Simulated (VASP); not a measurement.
# SnSe (Pmmn) in VASP: single point with LDA

Aim: the single point of SnSe with LDA.

Everything below comes from runs of VASP 6.6.1. Logs are shortened: lines on timing, memory, paths and dates and some standing lists are left out, and cuts for length are marked.

### Step 1. The cell of the first run

Symmetry: Pmmn, No. 59, orthorhombic system. The conventional cell has a = 5.744 Å, b = 13.133 Å, c = 3.046 Å, α = 90.00°, β = 90.00°, γ = 90.00°. Sn (site symmetry m) has 4 Se at 2.77 to 3.85 Å and 3 Sn at 3.05 to 3.41 Å within 3.9 Å. Se (site symmetry m) has 4 Sn at 2.77 to 3.85 Å and 4 Se at 3.05 to 3.71 Å within 3.9 Å.

### Step 2. Single point, LDA

Contents of INCAR:

```
SYSTEM = SnSe
ALGO = Normal
EDIFF = 1E-6
ENCUT = 500
GGA = CA
GGA_COMPAT = .False.
ISIF = 2
ISMEAR = -1
LASPH = .True.
LCHARG = .False.
LREAL = .False.
LWAVE = .False.
NBANDS = 50
NELM = 120
PREC = Accurate
SIGMA = 0.05
```

Contents of KPOINTS:

```
k-points
0
Gamma
  4 2 6
  0 0 0
```

Contents of POSCAR:

```
SnSe
1.0
    5.7441790000      0.0000000000      0.0000000000
    0.0000000000     13.1329700000      0.0000000000
    0.0000000000      0.0000000000      3.0457580000
Sn Se
4 4
Direct
    0.5000000000      0.3702420000      0.9132760000
    0.5000000000      0.6297580000      0.9132760000
    0.0000000000      0.8702420000      0.0867240000
    0.0000000000      0.1297580000      0.0867240000
    0.5000000000      0.1608120000      0.0309880000
    0.5000000000      0.8391880000      0.0309880000
    0.0000000000      0.6608120000      0.9690120000
    0.0000000000      0.3391880000      0.9690120000
```

Potentials or basis: VASP PAW LDA potentials, release 64 (Sn_d, Se).

Launch:

```
cat potpaw_LDA.64/Sn_d/POTCAR potpaw_LDA.64/Se/POTCAR > POTCAR
mpirun -np 1 vasp_std > vasp.out
```

OUTCAR:

```text
SYSTEM = SnSe
   EDIFF = 1E-6
   ENCUT = 500
   GGA = CA
   ISIF = 2
   ISMEAR = -1
   LASPH = .True.
   LREAL = .False.
   NELM = 120
   PREC = Accurate

 ion  position               nearest neighbor table
   1  0.500  0.370  0.913-   5 2.77   8 2.91   8 2.91   2 3.41
   2  0.500  0.630  0.913-   6 2.77   7 2.91   7 2.91   1 3.41
   3  0.000  0.870  0.087-   7 2.77   6 2.91   6 2.91   4 3.41
   4  0.000  0.130  0.087-   8 2.77   5 2.91   5 2.91   3 3.41
   5  0.500  0.161  0.031-   1 2.77   4 2.91   4 2.91
   6  0.500  0.839  0.031-   2 2.77   3 2.91   3 2.91
   7  0.000  0.661  0.969-   3 2.77   2 2.91   2 2.91
   8  0.000  0.339  0.969-   4 2.77   1 2.91   1 2.91

  LATTYP: Found a simple orthorhombic cell.
 ALAT       =     3.0457580000
 B/A-ratio  =     1.8859604079
 C/A-ratio  =     4.3118888631

  Lattice vectors:

 A1 = (   0.0000000000,   0.0000000000,   3.0457580000)
 A2 = (   5.7441790000,   0.0000000000,   0.0000000000)
 A3 = (   0.0000000000,  13.1329700000,   0.0000000000)

Analysis of symmetry for initial positions (statically):
=====================================================================
 Subroutine PRICEL returns:
 Original cell was already a primitive cell.

 Routine SETGRP: Setting up the symmetry group for a
 simple orthorhombic supercell.

 Subroutine GETGRP returns: Found  8 space group operations
 (whereof  4 operations were pure point group operations)
 out of a pool of  8 trial point group operations.

The static configuration has the point symmetry C_2v.
 The point group associated with its full space group is D_2h.

Analysis of symmetry for dynamics (positions and initial velocities):
=====================================================================
 Subroutine PRICEL returns:
 Original cell was already a primitive cell.

 Routine SETGRP: Setting up the symmetry group for a
 simple orthorhombic supercell.

 Subroutine GETGRP returns: Found  8 space group operations
 (whereof  4 operations were pure point group operations)
 out of a pool of  8 trial point group operations.

The dynamic configuration has the point symmetry C_2v.
 The point group associated with its full space group is D_2h.

 Subroutine INISYM returns: Found  8 space group operations
 (whereof  4 operations are pure point group operations),
 and found     1 'primitive' translations

[... 108 lines left out ...]
   NSW    =      0    number of steps for IOM
   IBRION =     -1    ionic relax: 0-MD 1-quasi-New 2-CG
   NFREE  =      0    steps in history (QN), initial steepest desc. (CG)
   ISIF   =      2    stress and relaxation
   ISYM   =      2    0-nonsym 1-usesym 2-fastsym
   POTIM  = 0.5000    time-step for ionic-motion
   TEBEG  =    0.0;   TEEND  =   0.0 temperature during run
   PSTRESS=    0.0 pullay stress
   NELECT =      80.0000    total number of electrons
   NUPDOWN=      -1.0000    fix difference up-down
   EMIN   =  10.00;   EMAX   =-10.00  energy-range for DOS
   EFERMI =   0.00;   METHOD = LEGACY
   ISMEAR =    -1;   SIGMA  =   0.05  broadening in eV -4-tet -1-fermi 0-gaus
   EFERMI_NEDOS =   21; number of points for ismear=-14 and -15
   IALGO  =     38    algorithm
   IMIX   =      4    mixing-type and parameters
     AMIX     =   0.40;   BMIX     =  1.00
     AMIX_MAG =   1.60;   BMIX_MAG =  1.00
  volume/ion in A,a.u.               =      28.72       193.82
  Fermi-wavevector in a.u.,A,eV,Ry     =   1.151709  2.176414 18.047222  1.326433
  Thomas-Fermi vector in A             =   2.288365
   LORBIT       =      0    0 simple, 1 ext, 2 COOP (PROOUT), +10 PAW based schemes
   GGA     = CA    functional components
   LHFCALC =     F    Hartree Fock is set to
   AEXX    =    0.0000 exact exchange contribution
   IVDW    =     0    specifies the selected vdW correction
   LEPSILON=     F    determine dielectric tensor
   LRPA    =     F    only Hartree local field effects (RPA)
 non-spin polarized calculation
  energy-cutoff  :      500.00
  volume of cell :      229.77
 maximum number of plane-waves:      5867
 NGX is ok and might be reduce to    42
   NGX = 21   NGY = 47   NGZ = 11

 number of electron      79.9999999 magnetization

 Free energy of the ion-electron system (eV)
  ---------------------------------------------------
  ext. energy  EPLUGINS =         0.00000000
  ---------------------------------------------------
  free energy    TOTEN  =       -35.22355604 eV

  energy without entropy =      -35.16538284  energy(sigma->0) =      -35.19446944

 E-fermi :   4.6266     XC(G=0):  -9.5648

 val. band max:        4.6114381080   @ k =   0.5000   0.5000   0.3333
 cond. band min:       4.6273076404   @ k =   0.2500   0.5000   0.3333
 fundamental gap:      0.0158695323
 Fermi energy:         4.6265788705

 k-point     1 :       0.0000    0.0000    0.0000
  band No.  band energies     occupation
      1     -16.9306      2.00000
      2     -16.9237      2.00000
      3     -16.9188      2.00000
      4     -16.9129      2.00000
      5     -16.8196      2.00000
      6     -16.7996      2.00000
[... 1261 lines left out ...]
     49       8.0644      0.00000
     50       8.0644      0.00000

------------------------ aborting loop because EDIFF is reached ----------------------------------------

  FORCE on cell =-STRESS in cart. coord.  units (eV):
  Direction    XX          YY          ZZ          XY          YZ          ZX
  --------------------------------------------------------------------------------------
  -------------------------------------------------------------------------------------
  Total       -6.2234772     -9.1887709      0.4161488      0.0000000      0.0000000      0.0000000
  in kB      -43.3967670    -64.0739794      2.9018363      0.0000000      0.0000000      0.0000000
  external PRESSURE =     -34.8563034 kB  Pullay stress =       0.0000000 kB

 VOLUME and BASIS-vectors are now :
 -----------------------------------------------------------------------------
  energy-cutoff  :      500.00
  volume of cell :      229.77
      direct lattice vectors                 reciprocal lattice vectors
     5.744179000  0.000000000  0.000000000     0.174089282  0.000000000  0.000000000
     0.000000000 13.132970000  0.000000000     0.000000000  0.076144239  0.000000000
     0.000000000  0.000000000  3.045758000     0.000000000  0.000000000  0.328325494

 POSITION                                       TOTAL-FORCE (eV/Angst)
 -----------------------------------------------------------------------------------
      2.87209      4.86238      2.78162         0.000000     -0.404421      0.132653
      2.87209      8.27059      2.78162         0.000000      0.404421      0.132653
      0.00000     11.42886      0.26414        -0.000000     -0.404421     -0.132653
      0.00000      1.70411      0.26414        -0.000000      0.404421     -0.132653
      2.87209      2.11194      0.09438        -0.000000      0.387105     -0.072946
      2.87209     11.02103      0.09438        -0.000000     -0.387105     -0.072946
      0.00000      8.67842      2.95138        -0.000000      0.387105      0.072946
      0.00000      4.45455      2.95138        -0.000000     -0.387105      0.072946
 -----------------------------------------------------------------------------------
    total drift:                                0.000000      0.000000      0.000000

  FREE ENERGIE OF THE ION-ELECTRON SYSTEM (eV)
  ---------------------------------------------------
  free  energy   TOTEN  =       -35.2235560365 eV

  energy  without entropy=      -35.1653828413  energy(sigma->0) =      -35.19446944
```

OSZICAR:

```text
N       E                     dE             d eps       ncg     rms          rms(c)
DAV:   1     0.853499904641E+03    0.85350E+03   -0.35867E+04  2576   0.196E+03
DAV:   2     0.113181887942E+03   -0.74032E+03   -0.71629E+03  2408   0.569E+02
DAV:   3    -0.254904628602E+02   -0.13867E+03   -0.13257E+03  2820   0.200E+02
DAV:   4    -0.356060606392E+02   -0.10116E+02   -0.98338E+01  2816   0.551E+01
DAV:   5    -0.359404055887E+02   -0.33434E+00   -0.33332E+00  2868   0.105E+01    0.698E+00
DAV:   6    -0.352976455372E+02    0.64276E+00   -0.14523E+00  3246   0.646E+00    0.423E+00
DAV:   7    -0.352467152303E+02    0.50930E-01   -0.37081E-01  3004   0.254E+00    0.225E+00
DAV:   8    -0.352236672011E+02    0.23048E-01   -0.63384E-02  3042   0.133E+00    0.240E-01
DAV:   9    -0.352236054799E+02    0.61721E-04   -0.11357E-02  2844   0.630E-01    0.150E-01
DAV:  10    -0.352235201653E+02    0.85315E-04   -0.14495E-03  3064   0.209E-01    0.633E-02
DAV:  11    -0.352235576927E+02   -0.37527E-04   -0.20456E-04  2970   0.556E-02    0.160E-02
DAV:  12    -0.352235555515E+02    0.21412E-05   -0.15070E-05  2604   0.206E-02    0.754E-03
DAV:  13    -0.352235560365E+02   -0.48498E-06   -0.43650E-06  2242   0.824E-03
   1 F= -.35223556E+02 E0= -.35194469E+02  d E =-.581732E-01
```

It took 2.4 min on 1 thread of Oxide Virtual Turin-like, shared host; peak memory 0.33 GiB.

What came out:

| Quantity | Value |
| --- | --- |
| Free energy | -35.2236 eV |
| Pressure | -3.5 GPa |
| Largest force | 0.426 eV/Å |
| Band gap on the k mesh | zero (bands 40 and 41 overlap by 2.91 eV) |

Forces on the atoms (eV/Å):
```
Sn   0.000 -0.404  0.133
Sn   0.000  0.404  0.133
Sn   0.000 -0.404 -0.133
Sn   0.000  0.404 -0.133
Se   0.000  0.387 -0.073
Se   0.000 -0.387 -0.073
Se   0.000  0.387  0.073
Se   0.000 -0.387  0.073
```

Caveat: the stress differs along the axes, from -6 to 0 GPa; spin-orbit coupling is left out, which moves the levels of the heavy elements.
